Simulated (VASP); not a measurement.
# Al (P6_3/mmc) in VASP: further runs

Al is run at these levels: PBE+D3(BJ); tasks: single point.

Everything below comes from runs of VASP 6.6.1. Logs are shortened: lines on timing, memory, paths and dates and some standing lists are left out, and cuts for length are marked.

### 1 The cell of the first run

The structure is hexagonal, space group P6_3/mmc (No. 194). Conventional cell: a = 3.011 Å, b = 3.011 Å, c = 10.838 Å, α = 90.00°, β = 90.00°, γ = 120.00°. Within 4.0 Å of Al (site symmetry -3m) lie 12 Al at 3.01 to 3.22 Å. Al (site symmetry -6m2) has 12 Al at 3.01 to 3.22 Å within 4.0 Å.

This isn't the form of Al at room conditions, which is fcc.

### 2 Single point, PBE+D3(BJ)

INCAR reads:

```
SYSTEM = Al
PREC = Accurate
ENCUT = 520
EDIFF = 1E-6
ISMEAR = 0
SIGMA = 0.15
LREAL = .False.
LASPH = .True.
NELM = 60
ALGO = Fast
ISIF = 2
LWAVE = .False.
LCHARG = .True.
GGA = PE
IVDW = 12
LELF = .True.
LVHAR = .True.
NBANDS = 14
```

KPOINTS reads:

```
regular mesh
0
Gamma
  18 18 4
  0 0 0
```

POSCAR reads:

```
Al
1.0
    3.0114000000      0.0000000000      0.0000000000
   -1.5057000000      2.6079489009      0.0000000000
    0.0000000000      0.0000000000     10.8379000000
Al
4
Direct
    0.0000000000      0.0000000000      0.0000000000
    0.3333333333      0.6666666667      0.2500000000
    0.0000000000      0.0000000000      0.5000000000
    0.6666666667      0.3333333333      0.7500000000
```

Potentials or basis: VASP PAW PBE potentials, release 64 (Al).

Command:

```sh
$ cat potpaw_PBE.64/Al/POTCAR > POTCAR
$ mpirun -np 1 vasp_std > vasp.out
```

OUTCAR:

```text
SYSTEM = Al
   PREC = Accurate
   ENCUT = 520
   EDIFF = 1E-6
   ISMEAR = 0
   LREAL = .False.
   LASPH = .True.
   NELM = 60
   ISIF = 2
   GGA = PE
   IVDW = 12
 IVDW          = 12

 ion  position               nearest neighbor table
   1  0.000  0.000  0.000-   2 3.22   4 3.22   2 3.22   4 3.22   4 3.22   2 3.22
   2  0.333  0.667  0.250-   1 3.22   3 3.22   1 3.22   3 3.22   1 3.22   3 3.22
   3  0.000  0.000  0.500-   2 3.22   4 3.22   2 3.22   4 3.22   4 3.22   2 3.22
   4  0.667  0.333  0.750-   1 3.22   3 3.22   1 3.22   3 3.22   1 3.22   3 3.22

  LATTYP: Found a hexagonal cell.
 ALAT       =     3.0114000000
 C/A-ratio  =     3.5989572956

  Lattice vectors:

 A1 = (   3.0114000000,   0.0000000000,   0.0000000000)
 A2 = (  -1.5057000000,   2.6079489009,   0.0000000000)
 A3 = (   0.0000000000,   0.0000000000,  10.8379000000)

Analysis of symmetry for initial positions (statically):
=====================================================================
 Subroutine PRICEL returns:
 Original cell was already a primitive cell.

 Routine SETGRP: Setting up the symmetry group for a
 hexagonal supercell.

 Subroutine GETGRP returns: Found 24 space group operations
 (whereof 12 operations were pure point group operations)
 out of a pool of 24 trial point group operations.

The static configuration has the point symmetry D_3d.
 The point group associated with its full space group is D_6h.

Analysis of symmetry for dynamics (positions and initial velocities):
=====================================================================
 Subroutine PRICEL returns:
 Original cell was already a primitive cell.

 Routine SETGRP: Setting up the symmetry group for a
 hexagonal supercell.

 Subroutine GETGRP returns: Found 24 space group operations
 (whereof 12 operations were pure point group operations)
 out of a pool of 24 trial point group operations.

The dynamic configuration has the point symmetry D_3d.
 The point group associated with its full space group is D_6h.

 Subroutine INISYM returns: Found 24 space group operations
 (whereof 12 operations are pure point group operations),
 and found     1 'primitive' translations

----------------------------------------------------------------------------------------

                                     Primitive cell

  volume of cell :      85.1163

  direct lattice vectors                    reciprocal lattice vectors
     3.011400000  0.000000000  0.000000000     0.332071462  0.191721548  0.000000000
    -1.505700000  2.607948901  0.000000000     0.000000000  0.383443096  0.000000000
     0.000000000  0.000000000 10.837900000     0.000000000  0.000000000  0.092268797

  length of vectors
     3.011400000  3.011400000 10.837900000     0.383443096  0.383443096  0.092268797

  position of ions in fractional coordinates (direct lattice)
     0.000000000  0.000000000  0.000000000
     0.333333333  0.666666667  0.250000000
     0.000000000  0.000000000  0.500000000
     0.666666667  0.333333333  0.750000000

  ion indices of the primitive-cell ions
   primitive index   ion index
                 1           1
                 2           2
                 3           3
                 4           4

----------------------------------------------------------------------------------------

 KPOINTS: regular mesh

Automatic generation of k-mesh.
 Grid dimensions read from file:
 generate k-points for:   18   18    4

 Generating k-lattice:

  Cartesian coordinates                     Fractional coordinates (reciprocal lattice)
     0.018448415  0.010651197  0.000000000     0.055555556  0.000000000  0.000000000
     0.000000000  0.021302394  0.000000000     0.000000000  0.055555556  0.000000000
     0.000000000  0.000000000  0.023067199     0.000000000  0.000000000  0.250000000

  Length of vectors
     0.021302394  0.021302394  0.023067199

  Shift w.r.t. Gamma in fractional coordinates (k-lattice)
     0.000000000  0.000000000  0.000000000

 Subroutine IBZKPT returns following result:
 ===========================================

 Found    111 irreducible k-points:

 Following reciprocal coordinates:
            Coordinates               Weight
  0.000000  0.000000  0.000000      1.000000
  0.055556 -0.000000  0.000000      6.000000
  0.111111 -0.000000  0.000000      6.000000
  0.166667 -0.000000  0.000000      6.000000
  0.222222 -0.000000  0.000000      6.000000
  0.277778 -0.000000  0.000000      6.000000
[... 16 lines left out ...]
  0.333333  0.111111  0.000000     12.000000
  0.388889  0.111111  0.000000     12.000000
 [... further k-points ...]
   k-points           NKPTS =    111   k-points in BZ     NKDIM =    111   number of bands    NBANDS=     14
   number of dos      NEDOS =    301   number of ions     NIONS =      4
   total plane-waves  NPLWV =  48384
   dimension x,y,z NGX =    24 NGY =   24 NGZ =   84
   dimension x,y,z NGXF=    48 NGYF=   48 NGZF=  168
   ions per type =               4
   NGX,Y,Z   is equivalent  to a cutoff of  13.25, 13.25, 12.89 a.u.
   NGXF,Y,Z  is equivalent  to a cutoff of  26.50, 26.50, 25.77 a.u.
 SYSTEM =  Al
   PREC   = accura    normal or accurate (medium, high low for compatibility)
   ISTART =      0    job   : 0-new  1-cont  2-samecut
   ICHARG =      2    charge: 1-file 2-atom 10-const
   ISPIN  =      1    spin polarized calculation?
   LNONCOLLINEAR =      F non collinear calculations
   LSORBIT =      F    spin-orbit coupling
   LASPH  =      T    aspherical Exc in radial PAW
   ENCUT  =  520.0 eV  38.22 Ry    6.18 a.u.   5.60  5.60 20.15*2*pi/ulx,y,z
   NELM   =     60;   NELMIN=  2; NELMDL= -5     # of ELM steps
   EDIFF  = 0.1E-05   stopping-criterion for ELM
   LREAL  =      F    real-space projection
   EDIFFG = 0.1E-04   stopping-criterion for IOM
   NSW    =      0    number of steps for IOM
   IBRION =     -1    ionic relax: 0-MD 1-quasi-New 2-CG
   NFREE  =      0    steps in history (QN), initial steepest desc. (CG)
   ISIF   =      2    stress and relaxation
   ISYM   =      2    0-nonsym 1-usesym 2-fastsym
   POTIM  = 0.5000    time-step for ionic-motion
   TEBEG  =    0.0;   TEEND  =   0.0 temperature during run
   PSTRESS=    0.0 pullay stress
   NELECT =      12.0000    total number of electrons
   NUPDOWN=      -1.0000    fix difference up-down
   EMIN   =  10.00;   EMAX   =-10.00  energy-range for DOS
   EFERMI =   0.00;   METHOD = LEGACY
   ISMEAR =     0;   SIGMA  =   0.15  broadening in eV -4-tet -1-fermi 0-gaus
   EFERMI_NEDOS =   21; number of points for ismear=-14 and -15
   IALGO  =     68    algorithm
   IMIX   =      4    mixing-type and parameters
     AMIX     =   0.40;   BMIX     =  1.00
     AMIX_MAG =   1.60;   BMIX_MAG =  1.00
  volume/ion in A,a.u.               =      21.28       143.60
  Fermi-wavevector in a.u.,A,eV,Ry     =   0.852049  1.610138  9.877650  0.725987
  Thomas-Fermi vector in A             =   1.968276
   LORBIT       =      0    0 simple, 1 ext, 2 COOP (PROOUT), +10 PAW based schemes
   GGA     = PE    functional components
   LHFCALC =     F    Hartree Fock is set to
   AEXX    =    0.0000 exact exchange contribution
   IVDW    =    12    specifies the selected vdW correction
   LEPSILON=     F    determine dielectric tensor
   LRPA    =     F    only Hartree local field effects (RPA)
 non-spin polarized calculation
 RMM-DIIS sequential band-by-band and
 Gauss-broadening in eV      SIGMA  =   0.15
  energy-cutoff  :      520.00
  volume of cell :       85.12
 maximum number of plane-waves:      2326
 NGX is ok and might be reduce to    24
   NGX = 11   NGY = 11   NGZ = 41

 number of electron      12.0000000 magnetization

 Free energy of the ion-electron system (eV)
  ---------------------------------------------------
  ext. energy  EPLUGINS =         0.00000000
  ---------------------------------------------------
  free energy    TOTEN  =       -14.13605783 eV

  energy without entropy =      -14.11230123  energy(sigma->0) =      -14.12417953

 E-fermi :   5.5670     XC(G=0):  -9.3015

 val. band max:        5.5621513657   @ k =   0.3333   0.2778   0.0000
 cond. band min:       5.5732321283   @ k =   0.3333  -0.0000   0.2500
 fundamental gap:      0.0110807625
 Fermi energy:         5.5670251478

 k-point     1 :       0.0000    0.0000    0.0000
  band No.  band energies     occupation
      1      -3.9183      2.00000
      2      -2.6782      2.00000
      3      -2.6739      2.00000
      4       0.4952      2.00000
      5       1.6358      2.00000
      6       7.0936      0.00000
      7       7.0978      0.00000
      8      14.5962      0.00000
      9      15.0818      0.00000
     10      15.6021      0.00000
     11      15.6021      0.00000
     12      15.9079      0.00000
     13      15.9079      0.00000
     14      16.5272      0.00000

 k-point     2 :       0.0556   -0.0000    0.0000
  band No.  band energies     occupation
      1      -3.8511      2.00000
      2      -2.6115      2.00000
      3      -2.6072      2.00000
      4       0.5620      2.00000
      5       1.6995      2.00000
      6       7.1547      0.00000
      7       7.1593      0.00000
      8      14.2598      0.00000
      9      14.6178      0.00000
     10      14.8190      0.00000
     11      14.9497      0.00000
     12      15.3651      0.00000
     13      15.4000      0.00000
     14      15.8454      0.00000
[... 343 lines left out ...]
      1      -0.4623      2.00000
      2       0.7565      2.00000
      3       0.7574      2.00000
      4       3.8457      2.00000
      5       4.2777      2.00000
      6       4.8240      2.00000
      7       5.4342      1.78942
      8       5.5268      1.29545
      9       8.3912      0.00000
     10       8.7732      0.00000
     11       9.3405      0.00000
     12       9.8128      0.00000
     13       9.9433      0.00000
     14      10.4179      0.00000

 k-point    24 :       0.3889    0.1111    0.0000
  band No.  band energies     occupation
      1       0.5193      2.00000
      2       1.7234      2.00000
      3       1.7326      2.00000
      4       2.8726      2.00000
      5       4.0318      2.00000
      6       4.0675      2.00000
      7       4.9012      2.00000
      8       5.9155      0.00102
      9       7.1415      0.00000
     10       8.1727      0.00000
     11       8.5815      0.00000
     12       9.7449      0.00000
     13       9.7598      0.00000
     14      11.1979      0.00000

 [... further k-points ...]

------------------------ aborting loop because EDIFF is reached ----------------------------------------

 Edisp (eV)   -1.03651

 E8    (eV) :    -0.4631

  FORCE on cell =-STRESS in cart. coord.  units (eV):
  Direction    XX          YY          ZZ          XY          YZ          ZX
  --------------------------------------------------------------------------------------
  -------------------------------------------------------------------------------------
  Total      -6.25935    -6.25935    -6.82173     0.00000     0.00000     0.00000
  in kB    -117.82214  -117.82214  -128.40810     0.00000     0.00000     0.00000
  external pressure =     -121.35 kB  Pullay stress =        0.00 kB

 VOLUME and BASIS-vectors are now :
 -----------------------------------------------------------------------------
  energy-cutoff  :      520.00
  volume of cell :       85.12
      direct lattice vectors                 reciprocal lattice vectors
     3.011400000  0.000000000  0.000000000     0.332071462  0.191721548  0.000000000
    -1.505700000  2.607948901  0.000000000     0.000000000  0.383443096  0.000000000
     0.000000000  0.000000000 10.837900000     0.000000000  0.000000000  0.092268797

 POSITION                                       TOTAL-FORCE (eV/Angst)
 -----------------------------------------------------------------------------------
      0.00000      0.00000      0.00000         0.000000      0.000000      0.000000
     -0.00000      1.73863      2.70947         0.000000     -0.000000      0.000000
      0.00000      0.00000      5.41895         0.000000      0.000000      0.000000
      1.50570      0.86932      8.12843        -0.000000      0.000000     -0.000000
 -----------------------------------------------------------------------------------
    total drift:                               -0.000000      0.000000     -0.000000

  FREE ENERGIE OF THE ION-ELECTRON SYSTEM (eV)
  ---------------------------------------------------
  free  energy   TOTEN  =       -15.1725689408 eV

  energy  without entropy=      -15.1488123472  energy(sigma->0) =      -15.16069064
```

Run time: 82 s. Hardware: 1 thread of Intel Xeon Platinum 8488C (Sapphire Rapids), shared host; peak memory 0.27 GiB.

What came out:

| Item | Value |
| --- | --- |
| Free energy | -15.1726 eV |
| Pressure | -12.1 GPa |
| Band gap on the k mesh | zero (bands 6 and 7 overlap by 3.83 eV) |
| Dispersion energy per atom | -0.259 eV |

Stress tensor (GPa, compression positive):
```
-11.78   0.00   0.00
  0.00 -11.78   0.00
  0.00   0.00 -12.84
```

Levels at points of the mesh, in eV from the Fermi level:
```
           k point  band 3  band 4  band 5  band 6  band 7  band 8  band 9  band 10
(0.00, 0.00, 0.00)   -8.24   -5.07   -3.93    1.53    1.53    9.03    9.51    10.04
(0.50, 0.00, 0.00)   -3.06   -2.95   -2.92   -2.75    0.12    0.30    0.99     1.49
(0.00, 0.00, 0.50)   -6.72   -6.72   -1.71   -1.71    5.26    5.26   10.23    10.23
(0.50, 0.00, 0.50)   -3.71   -3.71   -1.61   -1.61   -1.24   -1.24    3.10     3.10
```

Caveat: the cell stands under tension.

### 3 Single point, PBE+D3(BJ)

This run uses another cell than the first one, of 21.49 Å³/atom.

INCAR reads:

```
SYSTEM = Al
  PREC = Accurate
  ENCUT = 520
  EDIFF = 1E-6
  ISMEAR = 0
  SIGMA = 0.15
  LREAL = .False.
  LASPH = .True.
  NELM = 100
  ALGO = Fast
  ISIF = 2
  LWAVE = .False.
  LCHARG = .False.
  GGA = PE
  IVDW = 12
  NBANDS = 14
```

KPOINTS is that of step 2.

POSCAR reads:

```
Al
1.0
    2.9720000000      0.0000000000      0.0000000000
   -1.4860000000      2.5738275000      0.0000000000
    0.0000000000      0.0000000000     11.2371000000
Al
4
Direct
    0.0000000000      0.0000000000      0.0000000000
    0.3333333333      0.6666666667      0.2500000000
    0.0000000000      0.0000000000      0.5000000000
    0.6666666667      0.3333333333      0.7500000000
```

Potentials or basis: VASP PAW PBE potentials, release 64 (Al).

Command:

```sh
$ cat potpaw_PBE.64/Al/POTCAR > POTCAR
$ mpirun -np 1 vasp_std > vasp.out
```

OUTCAR:

```text
SYSTEM = Al
   PREC = Accurate
   ENCUT = 520
   EDIFF = 1E-6
   ISMEAR = 0
   LREAL = .False.
   LASPH = .True.
   NELM = 100
   ISIF = 2
   GGA = PE
   IVDW = 12
 IVDW          = 12

 ion  position               nearest neighbor table
   1  0.000  0.000  0.000-   2 3.29   4 3.29   2 3.29   4 3.29   4 3.29   2 3.29
   2  0.333  0.667  0.250-   1 3.29   3 3.29   1 3.29   3 3.29   1 3.29   3 3.29
   3  0.000  0.000  0.500-   2 3.29   4 3.29   2 3.29   4 3.29   4 3.29   2 3.29
   4  0.667  0.333  0.750-   1 3.29   3 3.29   1 3.29   3 3.29   1 3.29   3 3.29

  LATTYP: Found a hexagonal cell.
 ALAT       =     2.9720000000
[... 615 lines left out ...]
  --------------------------------------------------------------------------------------
  -------------------------------------------------------------------------------------
  Total      -6.12095    -6.12095    -6.79676     0.00000     0.00000     0.00000
  in kB    -114.08984  -114.08984  -126.68643     0.00000     0.00000     0.00000
  external pressure =     -118.29 kB  Pullay stress =        0.00 kB

 VOLUME and BASIS-vectors are now :
 -----------------------------------------------------------------------------
  energy-cutoff  :      520.00
  volume of cell :       85.96
      direct lattice vectors                 reciprocal lattice vectors
     2.972000000  0.000000000  0.000000000     0.336473755  0.194263213  0.000000000
    -1.486000000  2.573827500  0.000000000     0.000000000  0.388526426  0.000000000
     0.000000000  0.000000000 11.237100000     0.000000000  0.000000000  0.088990932

 POSITION                                       TOTAL-FORCE (eV/Angst)
 -----------------------------------------------------------------------------------
      0.00000      0.00000      0.00000         0.000000      0.000000      0.000000
     -0.00000      1.71589      2.80927         0.000000     -0.000000      0.000000
      0.00000      0.00000      5.61855         0.000000      0.000000      0.000000
      1.48600      0.85794      8.42783        -0.000000      0.000000     -0.000000
 -----------------------------------------------------------------------------------
    total drift:                               -0.000000      0.000000     -0.000000

  FREE ENERGIE OF THE ION-ELECTRON SYSTEM (eV)
  ---------------------------------------------------
  free  energy   TOTEN  =       -15.0927937249 eV

  energy  without entropy=      -15.0717335519  energy(sigma->0) =      -15.08226364
```

stdout:

```text
POSCAR found type information on POSCAR Al
 POSCAR found :  1 types and       4 ions
 scaLAPACK will be used
 LDA part: xc-table for (Slater+PW92), standard interpolation
 POSCAR, INCAR and KPOINTS ok, starting setup
 FFT: planning ... GRIDC
 FFT: planning ... GRID_SOFT
 FFT: planning ... GRID
 WAVECAR not read
 entering main loop
```

Wall time 83 s (1 thread of Intel Xeon Platinum 8488C (Sapphire Rapids), shared host); peak memory 0.27 GiB.

Results:

* Free energy: -15.0928 eV
* Pressure: -11.8 GPa
* Band gap on the k mesh: zero (bands 6 and 7 overlap by 3.70 eV)
* Dispersion energy per atom: -0.257 eV

Caveat: the cell stands under tension.

### 4 Single point, PBE+D3(BJ)

This run uses another cell than the first one, of 22.06 Å³/atom.

INCAR reads:

```
PREC     = Accurate       # precision mode
ENCUT    = 520            # plane-wave cutoff, eV
EDIFF    = 1E-6           # SCF threshold, eV
ISMEAR   = 0              # smearing method
SIGMA    = 0.15           # smearing width, eV
LREAL    = F              # projectors in reciprocal space
LASPH    = T              # aspherical terms in the spheres
NELM     = 80             # most SCF steps
ALGO     = Normal         # electronic algorithm
ISIF     = 2              # what is computed and relaxed
LWAVE    = F              # write WAVECAR
LCHARG   = T              # write CHGCAR
GGA      = PE             # functional
IVDW     = 12             # dispersion correction
LELF     = T              # ELF
LVHAR    = T            
NBANDS   = 14             # bands
```

KPOINTS reads:

```
regular mesh
0
Gamma
  18 18 4
```

Changes to POSCAR since step 3:

```diff
@@ -2,4 +2,4 @@
 1.0
-    2.9720000000      0.0000000000      0.0000000000
-   -1.4860000000      2.5738275000      0.0000000000
+    3.0114000000      0.0000000000      0.0000000000
+   -1.5057000000      2.6079489009      0.0000000000
     0.0000000000      0.0000000000     11.2371000000
```

Command:

```sh
$ cat potpaw_PBE.64/Al/POTCAR > POTCAR
$ mpirun -np 1 vasp_std > vasp.out
```

It took 60 s on 1 thread of Intel Xeon Platinum 8488C (Sapphire Rapids), shared host; peak memory 0.27 GiB.

It converged, with:

| Item | Value |
| --- | --- |
| Free energy | -14.9244 eV |
| Pressure | -12.2 GPa |
| Band gap on the k mesh | zero (bands 6 and 7 overlap by 3.76 eV) |
| Dispersion energy per atom | -0.250 eV |

Stress tensor (GPa, compression positive):
```
-12.06   0.00   0.00
  0.00 -12.06   0.00
  0.00   0.00 -12.61
```

Levels at points of the mesh, in eV from the Fermi level:
```csv
k point,band 2,band 3,band 4,band 5,band 6,band 7,band 8,band 9,band 10,band 11
"(0.00, 0.00, 0.00)",-8.10,-8.10,-5.33,-3.84,1.07,1.07,7.97,8.78,10.26,10.26
"(0.50, 0.00, 0.00)",-3.82,-2.89,-2.79,-2.78,-2.63,-0.13,0.03,1.09,1.58,5.54
"(0.00, 0.00, 0.50)",-8.96,-6.71,-6.71,-1.92,-1.92,4.55,4.55,10.44,10.44,10.44
"(0.50, 0.00, 0.50)",-3.72,-3.50,-3.50,-1.57,-1.57,-1.25,-1.25,2.87,2.87,3.57
```

Caveat: the cell stands under tension.

### 5 Overview

| cell | gap on the mesh (eV) | pressure (GPa) |
| --- | --- | --- |
| a = 3.011, b = 3.011, c = 10.838 Å, angles 90.0, 90.0, 120.0°, 4 atoms | none | -12.1 |
| a = 2.972, b = 2.972, c = 11.237 Å, angles 90.0, 90.0, 120.0°, 4 atoms | none | -11.8 |
| a = 3.011, b = 3.011, c = 11.237 Å, angles 90.0, 90.0, 120.0°, 4 atoms | none | -12.2 |

Alike in all rows: task single point; level PBE+D3(BJ); potentials or basis VASP PAW PBE potentials, release 64 (Al); no spin polarisation; k mesh 18 × 18 × 4; cutoff (eV) 520; smearing gaussian 0.15 eV.

Caveats: the cell stands under tension.

Absolute energies hang on the potentials; compare differences alone.
